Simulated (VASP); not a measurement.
# Si (I4_1/amd) in VASP: settings compared

Aim: see how the results for Si move with the level of theory and the settings. Levels: PBEsol, BLYP, PBE+D3(BJ), PBE+D4, RPBE+D4. Tasks: relaxation of cell and atoms.

Everything below comes from runs of VASP 6.6.1. Logs are shortened: lines on timing, memory, paths and dates and some standing lists are left out, and cuts for length are marked.

### 1 The cell of the first run

It takes space group I4_1/amd (No. 141, tetragonal). The conventional cell has a = 4.743 Å, b = 4.743 Å, c = 2.659 Å, α = 90.00°, β = 90.00°, γ = 90.00°. Within 3.3 Å of Si (site symmetry -4m2) lie 10 Si at 2.46 to 3.10 Å.

### 2 Relaxation of cell and atoms, PBEsol

The input, INCAR:

```
SYSTEM = Si
PREC     = Accurate       ! precision mode
ENCUT    = 600            ! plane-wave cutoff, eV
EDIFF    = 1E-7           ! SCF threshold, eV
ISMEAR   = -1             ! smearing method
SIGMA    = 0.05           ! smearing width, eV
LREAL    = .False.        ! projectors in reciprocal space
LASPH    = .True.         ! aspherical terms in the spheres
NELM     = 80             ! most SCF steps
ALGO     = Normal         ! electronic algorithm
ISIF     = 3              ! what is computed and relaxed
LWAVE    = .False.        ! write WAVECAR
LCHARG   = .False.        ! write CHGCAR
GGA      = PS             ! functional
IBRION   = 2              ! ionic algorithm
NSW      = 60             ! ionic steps
EDIFFG   = -0.01          ! ionic threshold
```

The input, KPOINTS:

```
regular mesh
0
Gamma
  11 11 11
  0 0 0
```

The input, POSCAR:

```
Si
1.0
   -2.3713723045      2.3713723045      1.3292653899
    2.3713723045     -2.3713723045      1.3292653899
    2.3713723045      2.3713723045     -1.3292653899
Si
2
Direct
    0.5000000000      0.5000000000      0.0000000000
    0.2500000000      0.7500000000      0.5000000000
```

Potentials or basis: VASP PAW PBE potentials, release 64 (Si).

On the command line:

```console
> cat potpaw_PBE.64/Si/POTCAR > POTCAR
> mpirun -np 1 vasp_std > vasp.out
```

OUTCAR:

```text
SYSTEM = Si
   PREC = Accurate
   ENCUT = 600
   EDIFF = 1E-7
   ISMEAR = -1
   LREAL = .False.
   LASPH = .True.
   NELM = 80
   ISIF = 3
   GGA = PS
   IBRION = 2
   NSW = 60
   EDIFFG = -0.01

 ion  position               nearest neighbor table
   1  0.500  0.500  0.000-   2 2.46   2 2.46   2 2.46   2 2.46   2 3.10   2 3.10   2 3.10   2 3.10

   2  0.250  0.750  0.500-   1 2.46   1 2.46   1 2.46   1 2.46   1 3.10   1 3.10   1 3.10   1 3.10

  LATTYP: Found a body centered tetragonal cell.
 ALAT       =     4.7427446090
 C/A-ratio  =     0.5605468983

  Lattice vectors:

 A1 = (  -2.3713723045,   2.3713723045,   1.3292653899)
 A2 = (   2.3713723045,  -2.3713723045,   1.3292653899)
 A3 = (   2.3713723045,   2.3713723045,  -1.3292653899)

Analysis of symmetry for initial positions (statically):
=====================================================================
 Subroutine PRICEL returns:
 Original cell was already a primitive cell.

 Routine SETGRP: Setting up the symmetry group for a
 body centered tetragonal supercell.

 Subroutine GETGRP returns: Found 16 space group operations
 (whereof  8 operations were pure point group operations)
 out of a pool of 16 trial point group operations.

The static configuration has the point symmetry D_2d.
 The point group associated with its full space group is D_4h.

Analysis of symmetry for dynamics (positions and initial velocities):
=====================================================================
 Subroutine PRICEL returns:
 Original cell was already a primitive cell.

 Routine SETGRP: Setting up the symmetry group for a
 body centered tetragonal supercell.

 Subroutine GETGRP returns: Found 16 space group operations
 (whereof  8 operations were pure point group operations)
 out of a pool of 16 trial point group operations.

The dynamic configuration has the point symmetry D_2d.
 The point group associated with its full space group is D_4h.

 Subroutine INISYM returns: Found 16 space group operations
 (whereof  8 operations are pure point group operations),
 and found     1 'primitive' translations

----------------------------------------------------------------------------------------

                                     Primitive cell

  volume of cell :      29.9000

  direct lattice vectors                    reciprocal lattice vectors
    -2.371372304  2.371372304  1.329265390     0.000000000  0.210848376  0.376147610
     2.371372304 -2.371372304  1.329265390     0.210848376  0.000000000  0.376147610
     2.371372304  2.371372304 -1.329265390     0.210848376  0.210848376  0.000000000

[... 114 lines left out ...]
 conjugate gradient relaxation of ions
 non-spin polarized calculation
  energy-cutoff  :      600.00
  volume of cell :       29.90
 maximum number of plane-waves:      1010
 NGX is ok and might be reduce to    30
   NGX = 15   NGY = 15   NGZ = 15

--------------------------------------- Ionic step        1  -------------------------------------------

 number of electron       8.0000000 magnetization

 Free energy of the ion-electron system (eV)
  ---------------------------------------------------
  ext. energy  EPLUGINS =         0.00000000
  ---------------------------------------------------
  free energy    TOTEN  =       -11.11097840 eV

  energy without entropy =      -11.10419225  energy(sigma->0) =      -11.10758533

------------------------ aborting loop because EDIFF is reached ----------------------------------------

  FORCE on cell =-STRESS in cart. coord.  units (eV):
  Direction    XX          YY          ZZ          XY          YZ          ZX
  --------------------------------------------------------------------------------------
  -------------------------------------------------------------------------------------
  Total        0.2734668      0.2734668     -0.0756218      0.0000000      0.0000000      0.0000000
  in kB       14.6535908     14.6535908     -4.0521560      0.0000000      0.0000000      0.0000000
  external PRESSURE =       8.4183419 kB  Pullay stress =       0.0000000 kB
[... 89 lines left out ...]
  FREE ENERGIE OF THE ION-ELECTRON SYSTEM (eV)
  ---------------------------------------------------
  free  energy   TOTEN  =       -11.1127957141 eV

  energy  without entropy=      -11.1052145497  energy(sigma->0) =      -11.10900513

[... ionic steps 4 to 8 ...]

--------------------------------------- Ionic step        9  -------------------------------------------

 number of electron       8.0000000 magnetization

------------------------ aborting loop because EDIFF is reached ----------------------------------------
[... 67 lines left out ...]
--------------------------------------- Ionic step       11  -------------------------------------------

 number of electron       8.0000000 magnetization

 Free energy of the ion-electron system (eV)
  ---------------------------------------------------
  ext. energy  EPLUGINS =         0.00000000
  ---------------------------------------------------
  free energy    TOTEN  =       -11.12006102 eV

  energy without entropy =      -11.11355209  energy(sigma->0) =      -11.11680655

 E-fermi :   9.3037     XC(G=0): -11.0324

 val. band max:        9.2711048819   @ k =   0.2727   0.0000  -0.0000
 cond. band min:       9.3187981702   @ k =   0.4545   0.3636   0.0000
 fundamental gap:      0.0476932883
 Fermi energy:         9.3036536194

 k-point     1 :       0.0000    0.0000    0.0000
  band No.  band energies     occupation
      1      -4.5852      2.00000
      2       6.6240      2.00000
      3       6.6240      2.00000
      4       6.9150      2.00000
      5      10.6571      0.00000
      6      17.0210      0.00000
      7      18.0403      0.00000
      8      18.0403      0.00000
[... 243 lines left out ...]
 k-point    24 :      -0.1818    0.1818    0.0000
  band No.  band energies     occupation
      1      -4.1767      2.00000
      2       3.4056      2.00000
      3       6.9975      2.00000
      4       8.7621      1.99996
      5      13.0727      0.00000
      6      14.0521      0.00000
      7      15.9501      0.00000
      8      18.9034      0.00000

 [... further k-points ...]

------------------------ aborting loop because EDIFF is reached ----------------------------------------

  FORCE on cell =-STRESS in cart. coord.  units (eV):
  Direction    XX          YY          ZZ          XY          YZ          ZX
  --------------------------------------------------------------------------------------
  -------------------------------------------------------------------------------------
  Total       -0.0036491     -0.0036491     -0.0143578      0.0000000      0.0000000      0.0000000
  in kB       -0.1946904     -0.1946904     -0.7660246      0.0000000      0.0000000      0.0000000
  external PRESSURE =      -0.3851351 kB  Pullay stress =       0.0000000 kB
[... 17 lines left out ...]
  FREE ENERGIE OF THE ION-ELECTRON SYSTEM (eV)
  ---------------------------------------------------
  free  energy   TOTEN  =       -11.1200610232 eV

  energy  without entropy=      -11.1135520851  energy(sigma->0) =      -11.11680655

 reached required accuracy - stopping structural energy minimisation
```

OSZICAR:

```text
N       E                     dE             d eps       ncg     rms          rms(c)
DAV:   1     0.519806350258E+01    0.51981E+01   -0.38436E+03  2016   0.943E+02
DAV:   2    -0.109478648892E+02   -0.16146E+02   -0.15764E+02  2976   0.813E+01
DAV:   3    -0.111483026003E+02   -0.20044E+00   -0.19810E+00  2784   0.107E+01
[... 80 lines left out ...]
       N       E                     dE             d eps       ncg     rms          rms(c)
DAV:   1    -0.111200736307E+02   -0.18492E-04   -0.72722E-04  3008   0.157E-01    0.189E-02
DAV:   2    -0.111200654237E+02    0.82069E-05   -0.15451E-05  2280   0.316E-02    0.118E-02
DAV:   3    -0.111200610682E+02    0.43555E-05   -0.92977E-06  2856   0.171E-02    0.203E-03
DAV:   4    -0.111200610232E+02    0.45053E-07   -0.21902E-07  2096   0.401E-03
  11 F= -.11120061E+02 E0= -.11116807E+02  d E =-.585220E-05
```

CONTCAR:

```text
Si
   1.00000000000000
    -2.4087601961695135    2.4087601961695135    1.2939215574258898
     2.4087601961695135   -2.4087601961695135    1.2939215574258898
     2.4087601961695135    2.4087601961695135   -1.2939215574258898
  Si
     2
Direct
     0.5000000000000000    0.5000000000000000    0.0000000000000000
     0.2500000000000000    0.7500000000000000    0.5000000000000000

  0.00000000E+00  0.00000000E+00  0.00000000E+00
  0.00000000E+00  0.00000000E+00  0.00000000E+00
```

It took 6.3 min on 1 thread of Intel Xeon 8259CL, shared host; peak memory 0.18 GiB.

What came out:

```
Free energy                           : -11.1201 eV
Relaxed volume                        : 15.01 Å³/atom
Relaxed cell                          : a = 3.644 Å, b = 3.644 Å, c = 3.644 Å, α = 97.24°, β = 97.24°, γ = 138.40°
Space group after relaxing (to 0.1 Å) : I4_1/amd (No. 141)
Energy gained by relaxing             : 4.5 meV/atom
Ionic steps                           : 11
Pressure after relaxing               : 0.0 GPa
Band gap on the k mesh                : zero (bands 4 and 5 overlap by 5.66 eV)
```

Step by step:
| step | energy change (eV) | largest force (eV/Å) | pressure (GPa) | volume (Å³) |
| --- | --- | --- | --- | --- |
| 1 | 0.0000 | 0.0000 | 0.84 | 29.90 |
| 2 | -0.0018 | 0.0000 | -0.58 | 30.24 |
| 3 | -0.0018 | 0.0000 | -0.63 | 30.25 |
| 4 | -0.0041 | 0.0000 | -0.36 | 30.17 |
| 5 | -0.0081 | 0.0000 | 0.37 | 29.91 |
| 6 | -0.0085 | 0.0000 | 0.00 | 30.04 |
| 7 | -0.0091 | 0.0000 | 0.13 | 29.99 |
| 8 | -0.0091 | 0.0000 | 0.15 | 29.98 |
| 9 | -0.0090 | 0.0000 | -0.15 | 30.05 |
| 10 | -0.0091 | 0.0000 | 0.07 | 30.00 |
| 11 | -0.0091 | 0.0000 | -0.04 | 30.03 |

Final structure:
```
Si
1.0
    -2.40876    2.40876    1.29392
     2.40876   -2.40876    1.29392
     2.40876    2.40876   -1.29392
Si
2
Direct
  0.50000 0.50000 0.00000
  0.25000 0.75000 0.50000
```

Caveat: the PAW data sets were made with another functional, which shifts forces and pressure a little.

### 3 Relaxation of cell and atoms, BLYP

The input, INCAR:

```
PREC = Accurate ; ENCUT = 600
EDIFF = 1E-7 ; ISMEAR = -1
SIGMA = 0.05 ; LREAL = False
LASPH = True ; NELM = 60
ALGO = Normal ; ISIF = 3
LWAVE = False ; LCHARG = False
GGA = B5 ; ALDAX = 1.0
AGGAX = 1.0 ; AGGAC = 1.0
ALDAC = 0.0 ; IBRION = 2
NSW = 60 ; EDIFFG = -0.01
```

The input, KPOINTS:

```
regular mesh
0
Gamma
  11 11 11
```

POSCAR is that of step 2.

Potentials or basis: VASP PAW PBE potentials, release 64 (Si).

On the command line:

```console
> cat potpaw_PBE.64/Si/POTCAR > POTCAR
> mpirun -np 1 vasp_std > vasp.out
```

Run time: 3.8 min. Hardware: 1 thread of Intel Xeon 8259CL, shared host; peak memory 0.18 GiB.

It converged, with:

| Property | Result |
| --- | --- |
| Free energy | -8.2830 eV |
| Relaxed volume | 16.65 Å³/atom |
| Relaxed cell | a = 3.740 Å, b = 3.740 Å, c = 3.740 Å, α = 97.79°, β = 97.79°, γ = 136.79° |
| Space group after relaxing (to 0.1 Å) | I4_1/amd (No. 141) |
| Energy gained by relaxing | 50.7 meV/atom |
| Ionic steps | 5 |
| Pressure after relaxing | 0.0 GPa |
| Band gap on the k mesh | zero (bands 4 and 5 overlap by 5.40 eV) |

Stress tensor (GPa, compression positive):
```
-0.02  0.00  0.00
 0.00 -0.02  0.00
 0.00  0.00  0.07
```

Step by step:
| step | energy change (eV) | largest force (eV/Å) | pressure (GPa) | volume (Å³) |
| --- | --- | --- | --- | --- |
| 1 | 0.0000 | 0.0000 | 10.66 | 29.90 |
| 2 | -0.0932 | 0.0000 | -2.30 | 34.41 |
| 3 | -0.1015 | 0.0000 | 0.05 | 33.28 |
| 4 | -0.1014 | 0.0000 | -0.11 | 33.35 |
| 5 | -0.1015 | 0.0000 | 0.01 | 33.29 |

Final structure:
```xyz
2
Lattice="-2.4585 2.4585 1.3770 2.4585 -2.4585 1.3770 2.4585 2.4585 -1.3770" Properties=species:S:1:pos:R:3 pbc="T T T"
Si    0.0000    0.0000    1.3770
Si    2.4585    0.0000    0.6885
```

Levels at points of the mesh, in eV from the Fermi level:
| k point | band 1 | band 2 | band 3 | band 4 | band 5 | band 6 | band 7 | band 8 |
| --- | --- | --- | --- | --- | --- | --- | --- | --- |
| (0.00, 0.00, 0.00) | -12.91 | -2.29 | -2.22 | -2.22 | 2.40 | 6.94 | 8.02 | 8.17 |

Caveat: the PAW data sets were made with another functional, which shifts forces and pressure a little.

### 4 Relaxation of cell and atoms, PBE+D3(BJ)

The input, INCAR:

```
SYSTEM = Si
PREC = Accurate ; ENCUT = 600
EDIFF = 1E-6 ; ISMEAR = -1
SIGMA = 0.05 ; LREAL = .False.
LASPH = .True. ; NELM = 60
ALGO = Normal ; ISIF = 3
LWAVE = .False. ; LCHARG = .False.
GGA = PE ; IVDW = 12
IBRION = 2 ; NSW = 60
EDIFFG = -0.01
```

The input, KPOINTS:

```
Automatic mesh
0
Gamma
  11 11 11
  0 0 0
```

POSCAR is that of step 3.

On the command line:

```console
> cat potpaw_PBE.64/Si/POTCAR > POTCAR
> mpirun -np 1 vasp_std > vasp.out
```

Run time: 4.8 min. Hardware: 1 thread of Intel Xeon 8259CL, shared host; peak memory 0.19 GiB.

Results (log left out):

```
Free energy                           : -11.0936 eV
Relaxed volume                        : 14.73 Å³/atom
Relaxed cell                          : a = 3.621 Å, b = 3.621 Å, c = 3.621 Å, α = 97.23°, β = 97.23°, γ = 138.43°
Space group after relaxing (to 0.1 Å) : I4_1/amd (No. 141)
Energy gained by relaxing             : 5.3 meV/atom
Ionic steps                           : 10
Pressure after relaxing               : 0.0 GPa
Band gap on the k mesh                : zero (bands 4 and 5 overlap by 5.73 eV)
Dispersion energy per atom            : -0.423 eV
```

The path:
```tsv
step	energy change (eV)	largest force (eV/Å)	pressure (GPa)	volume (Å³)
1	0.0000	0.0000	-1.32	29.90
2	-0.0028	0.0000	0.64	29.37
3	-0.0028	0.0000	0.48	29.41
4	-0.0047	0.0000	0.40	29.41
5	-0.0103	0.0000	0.27	29.39
6	-0.0098	0.0000	0.34	29.40
7	-0.0106	0.0000	0.29	29.39
8	-0.0106	0.0000	0.28	29.39
9	-0.0106	0.0000	-0.38	29.55
10	-0.0107	0.0000	0.00	29.46
```

Final structure:
```yaml
crystal:
  lattice:
    - [-2.39393, 2.39393, 1.28507]
    - [2.39393, -2.39393, 1.28507]
    - [2.39393, 2.39393, -1.28507]
  atoms:
    - { symbol: Si, position: [0.50000, 0.50000, 0.00000] }
    - { symbol: Si, position: [0.25000, 0.75000, 0.50000] }
```

Levels at points of the mesh, in eV from the Fermi level:
| k point | band 2 | band 3 | band 4 | band 5 | band 6 | band 7 |
| --- | --- | --- | --- | --- | --- | --- |
| (0.00, 0.00, 0.00) | -2.73 | -2.73 | -2.35 | 1.33 | 7.73 | 8.90 |

(Continued in part 2 of 2.)

The gap in the log of VASP goes by the Fermi energy; the results here count the filled bands.